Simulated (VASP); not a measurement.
# NaCl (I4/mmm) in VASP: notebook, part 2 of 2

VASP 6.6.1. Earlier steps stand in the parts before.

### Step 5. Single point, PBEsol (in-plane strain +0.005, then relaxed in part)

Contents of INCAR:

```
SYSTEM = NaCl
ALGO     = Normal         ! electronic algorithm
EDIFF    = 1E-6           ! SCF threshold, eV
ENCUT    = 520            ! plane-wave cutoff, eV
GGA      = PS             ! functional
ISIF     = 2              ! what is computed and relaxed
ISMEAR   = 0              ! smearing method
LASPH    = .TRUE.         ! aspherical terms in the spheres
LCHARG   = .FALSE.        ! write CHGCAR
LREAL    = .FALSE.        ! projectors in reciprocal space
LWAVE    = .FALSE.        ! write WAVECAR
NBANDS   = 14             ! bands
NELM     = 60             ! most SCF steps
PREC     = Accurate       ! precision mode
SIGMA    = 0.01           ! smearing width, eV
```

Contents of KPOINTS:

```
k-points
0
G
  8 8 8
  0 0 0
```

Contents of POSCAR:

```
NaCl
1.0
    2.8149572586      2.8149572586      0.0000000000
   -2.8149572586      2.8149572586      0.0000000000
    0.0000000000      2.8149572586      2.7938132029
Na Cl
1 1
Direct
    0.0000000000      0.0000000000      0.0000000000
    0.5000000000      0.5000000000      0.0000000000
```

Potentials or basis: VASP PAW PBE potentials, release 64 (Na_pv, Cl).

Started as:

```sh
$ cat potpaw_PBE.64/Na_pv/POTCAR potpaw_PBE.64/Cl/POTCAR > POTCAR
$ mpirun -np 1 vasp_std > vasp.out
```

OUTCAR:

```text
SYSTEM = NaCl
   EDIFF = 1E-6
   ENCUT = 520
   GGA = PS
   ISIF = 2
   ISMEAR = 0
   LASPH = .TRUE.
   LREAL = .FALSE.
   NELM = 60
   PREC = Accurate

 ion  position               nearest neighbor table
   1  0.000  0.000  0.000-
   2  0.500  0.500  0.000-

  LATTYP: Found a body centered tetragonal cell.
 ALAT       =     3.9809507326
 C/A-ratio  =     1.4035909463

  Lattice vectors:

 A1 = (   2.8149572586,   0.0000000000,  -2.7938132029)
 A2 = (  -2.8149572586,   0.0000000000,  -2.7938132029)
 A3 = (   0.0000000000,   2.8149572586,   2.7938132029)

Analysis of symmetry for initial positions (statically):
=====================================================================
 Subroutine PRICEL returns:
 Original cell was already a primitive cell.

 Routine SETGRP: Setting up the symmetry group for a
 body centered tetragonal supercell.

 Subroutine GETGRP returns: Found 16 space group operations
 (whereof 16 operations were pure point group operations)
 out of a pool of 16 trial point group operations.

The static configuration has the point symmetry D_4h.

Analysis of symmetry for dynamics (positions and initial velocities):
=====================================================================
 Subroutine PRICEL returns:
 Original cell was already a primitive cell.

 Routine SETGRP: Setting up the symmetry group for a
 body centered tetragonal supercell.

 Subroutine GETGRP returns: Found 16 space group operations
 (whereof 16 operations were pure point group operations)
 out of a pool of 16 trial point group operations.

The dynamic configuration has the point symmetry D_4h.

 Subroutine INISYM returns: Found 16 space group operations
 (whereof 16 operations are pure point group operations),
 and found     1 'primitive' translations

----------------------------------------------------------------------------------------

                                     Primitive cell

  volume of cell :      44.2763

  direct lattice vectors                    reciprocal lattice vectors
     2.814957259  2.814957259  0.000000000     0.177622590  0.177622590 -0.178966868
    -2.814957259  2.814957259  0.000000000    -0.177622590  0.177622590 -0.178966868
     0.000000000  2.814957259  2.793813203     0.000000000  0.000000000  0.357933737

  length of vectors
     3.980950733  3.980950733  3.966027809     0.308429423  0.308429423  0.357933737

  position of ions in fractional coordinates (direct lattice)
     0.000000000  0.000000000  0.000000000
     0.500000000  0.500000000  0.000000000

  ion indices of the primitive-cell ions
   primitive index   ion index
                 1           1
                 2           2

----------------------------------------------------------------------------------------

 KPOINTS: k-points

Automatic generation of k-mesh.
 Grid dimensions read from file:
 generate k-points for:    8    8    8

 Generating k-lattice:

  Cartesian coordinates                     Fractional coordinates (reciprocal lattice)
[... 40 lines left out ...]
  0.375000  0.000000  0.125000      8.000000
 [... further k-points ...]
   k-points           NKPTS =     59   k-points in BZ     NKDIM =     59   number of bands    NBANDS=     14
   number of dos      NEDOS =    301   number of ions     NIONS =      2
   total plane-waves  NPLWV =  27000
   dimension x,y,z NGX =    30 NGY =   30 NGZ =   30
   dimension x,y,z NGXF=    60 NGYF=   60 NGZF=   60
   ions per type =               1   1
   NGX,Y,Z   is equivalent  to a cutoff of  12.53, 12.53, 12.58 a.u.
   NGXF,Y,Z  is equivalent  to a cutoff of  25.06, 25.06, 25.15 a.u.
 SYSTEM =  NaCl
   PREC   = accura    normal or accurate (medium, high low for compatibility)
   ISTART =      0    job   : 0-new  1-cont  2-samecut
   ICHARG =      2    charge: 1-file 2-atom 10-const
   ISPIN  =      1    spin polarized calculation?
   LNONCOLLINEAR =      F non collinear calculations
   LSORBIT =      F    spin-orbit coupling
   LASPH  =      T    aspherical Exc in radial PAW
   ENCUT  =  520.0 eV  38.22 Ry    6.18 a.u.   7.40  7.40  7.37*2*pi/ulx,y,z
   NELM   =     60;   NELMIN=  2; NELMDL= -5     # of ELM steps
   EDIFF  = 0.1E-05   stopping-criterion for ELM
   LREAL  =      F    real-space projection
   EDIFFG = 0.1E-04   stopping-criterion for IOM
   NSW    =      0    number of steps for IOM
   IBRION =     -1    ionic relax: 0-MD 1-quasi-New 2-CG
   NFREE  =      0    steps in history (QN), initial steepest desc. (CG)
   ISIF   =      2    stress and relaxation
   ISYM   =      2    0-nonsym 1-usesym 2-fastsym
   POTIM  = 0.5000    time-step for ionic-motion
   TEBEG  =    0.0;   TEEND  =   0.0 temperature during run
   PSTRESS=    0.0 pullay stress
   NELECT =      14.0000    total number of electrons
   NUPDOWN=      -1.0000    fix difference up-down
   EMIN   =  10.00;   EMAX   =-10.00  energy-range for DOS
   EFERMI =   0.00;   METHOD = LEGACY
   ISMEAR =     0;   SIGMA  =   0.01  broadening in eV -4-tet -1-fermi 0-gaus
   EFERMI_NEDOS =   21; number of points for ismear=-14 and -15
   IALGO  =     38    algorithm
   IMIX   =      4    mixing-type and parameters
     AMIX     =   0.40;   BMIX     =  1.00
     AMIX_MAG =   1.60;   BMIX_MAG =  1.00
  volume/ion in A,a.u.               =      22.14       149.40
  Fermi-wavevector in a.u.,A,eV,Ry     =   1.115306  2.107622 16.924374  1.243906
  Thomas-Fermi vector in A             =   2.251909
   LORBIT       =      0    0 simple, 1 ext, 2 COOP (PROOUT), +10 PAW based schemes
   GGA     = PS    functional components
   LHFCALC =     F    Hartree Fock is set to
   AEXX    =    0.0000 exact exchange contribution
   IVDW    =     0    specifies the selected vdW correction
   LEPSILON=     F    determine dielectric tensor
   LRPA    =     F    only Hartree local field effects (RPA)
 non-spin polarized calculation
 Gauss-broadening in eV      SIGMA  =   0.01
  energy-cutoff  :      520.00
  volume of cell :       44.28
 maximum number of plane-waves:      1243
 NGX is ok and might be reduce to    30
   NGX = 15   NGY = 15   NGZ = 15

 number of electron      14.0000002 magnetization

 Free energy of the ion-electron system (eV)
  ---------------------------------------------------
  ext. energy  EPLUGINS =         0.00000000
  ---------------------------------------------------
  free energy    TOTEN  =        -6.99800628 eV

  energy without entropy =       -6.99800628  energy(sigma->0) =       -6.99800628

 E-fermi :  -0.6469     XC(G=0):  -8.3904

 val. band max:       -0.7082054106   @ k =   0.0000   0.0000   0.0000
 cond. band min:       4.2689465191   @ k =   0.0000   0.0000   0.0000
 fundamental gap:      4.9771519297
 Fermi energy:        -0.6468723889

 k-point     1 :       0.0000    0.0000    0.0000
  band No.  band energies     occupation
      1     -21.3376      2.00000
      2     -21.3376      2.00000
      3     -21.3367      2.00000
      4     -13.3842      2.00000
      5      -0.7143      2.00000
      6      -0.7082      2.00000
      7      -0.7082      2.00000
      8       4.2689      0.00000
      9      10.2808      0.00000
     10      10.2808      0.00000
     11      10.3386      0.00000
     12      12.4900      0.00000
     13      12.5844      0.00000
     14      13.9328      0.00000
[... 377 lines left out ...]
      1     -21.3574      2.00000
      2     -21.3415      2.00000
      3     -21.3388      2.00000
      4     -13.1384      2.00000
      5      -2.0854      2.00000
      6      -1.1242      2.00000
      7      -0.8844      2.00000
      8       6.3966      0.00000
      9       8.9641      0.00000
     10      10.0969      0.00000
     11      10.7553      0.00000
     12      12.0198      0.00000
     13      13.9001      0.00000
     14      15.7280      0.00000

 [... further k-points ...]

------------------------ aborting loop because EDIFF is reached ----------------------------------------

  FORCE on cell =-STRESS in cart. coord.  units (eV):
  Direction    XX          YY          ZZ          XY          YZ          ZX
  --------------------------------------------------------------------------------------
  -------------------------------------------------------------------------------------
  Total       -0.0749474     -0.0749474      0.0141876      0.0000000      0.0000000     -0.0000000
  in kB       -2.7120411     -2.7120411      0.5133926      0.0000000      0.0000000     -0.0000000
  external PRESSURE =      -1.6368965 kB  Pullay stress =       0.0000000 kB

 VOLUME and BASIS-vectors are now :
 -----------------------------------------------------------------------------
  energy-cutoff  :      520.00
  volume of cell :       44.28
      direct lattice vectors                 reciprocal lattice vectors
     2.814957259  2.814957259  0.000000000     0.177622590  0.177622590 -0.178966868
    -2.814957259  2.814957259  0.000000000    -0.177622590  0.177622590 -0.178966868
     0.000000000  2.814957259  2.793813203     0.000000000  0.000000000  0.357933737

 POSITION                                       TOTAL-FORCE (eV/Angst)
 -----------------------------------------------------------------------------------
      0.00000      0.00000      0.00000         0.000000     -0.000000      0.000000
      0.00000      2.81496      0.00000         0.000000      0.000000      0.000000
 -----------------------------------------------------------------------------------
    total drift:                               -0.000000      0.000000      0.000000

  FREE ENERGIE OF THE ION-ELECTRON SYSTEM (eV)
  ---------------------------------------------------
  free  energy   TOTEN  =        -6.9980062817 eV

  energy  without entropy=       -6.9980062817  energy(sigma->0) =       -6.99800628
```

Run time: 43 s. Hardware: 1 thread of Intel Xeon 8259CL, shared host; peak memory 0.18 GiB.

Results:

| Item | Value |
| --- | --- |
| Free energy | -6.9980 eV |
| Pressure | -0.2 GPa |
| Band gap on the k mesh | 4.98 eV |

Stress tensor (GPa, compression positive):
```
-0.27  0.00  0.00
 0.00 -0.27  0.00
 0.00  0.00  0.05
```

Levels at points of the mesh, in eV from the valence-band top:
| k point | band 4 | band 5 | band 6 | band 7 | band 8 | band 9 | band 10 | band 11 |
| --- | --- | --- | --- | --- | --- | --- | --- | --- |
| (0.00, 0.00, 0.00) | -12.68 | -0.01 | 0.00 | 0.00 | 4.98 | 10.99 | 10.99 | 11.05 |
| (0.50, 0.00, 0.00) | -12.32 | -2.01 | -0.28 | -0.27 | 7.10 | 10.60 | 10.85 | 10.93 |
| (0.50, 0.50, 0.00) | -12.27 | -1.74 | -0.63 | -0.61 | 7.47 | 7.89 | 11.19 | 14.69 |
| (0.00, 0.00, 0.50) | -12.26 | -1.74 | -0.63 | -0.63 | 7.47 | 7.86 | 11.26 | 14.70 |

Caveat: the cell differs from its parent crystal (in-plane strain +0.005, then relaxed in part); the PAW data sets were made with another functional, which shifts forces and pressure a little.

### Step 6. Summary

```csv
cell,gap on the mesh (eV),pressure (GPa)
"a = 3.922, b = 3.922, c = 3.952 Å, angles 60.3, 60.3, 90.0°, 2 atoms",5.06,0.4
"a = 3.941, b = 3.941, c = 3.957 Å, angles 60.1, 60.1, 90.0°, 2 atoms",5.03,0.2
"a = 3.981, b = 3.981, c = 3.966 Å, angles 59.9, 59.9, 90.0°, 2 atoms",4.98,-0.2
```

Alike in all rows: task single point; level PBEsol; potentials or basis VASP PAW PBE potentials, release 64 (Na_pv, Cl); no spin polarisation; k mesh 8 × 8 × 8; cutoff (eV) 520; smearing gaussian 0.01 eV.

Caveats: the PAW data sets were made with another functional, which shifts forces and pressure a little.

Absolute energies hang on the potentials; compare differences alone.
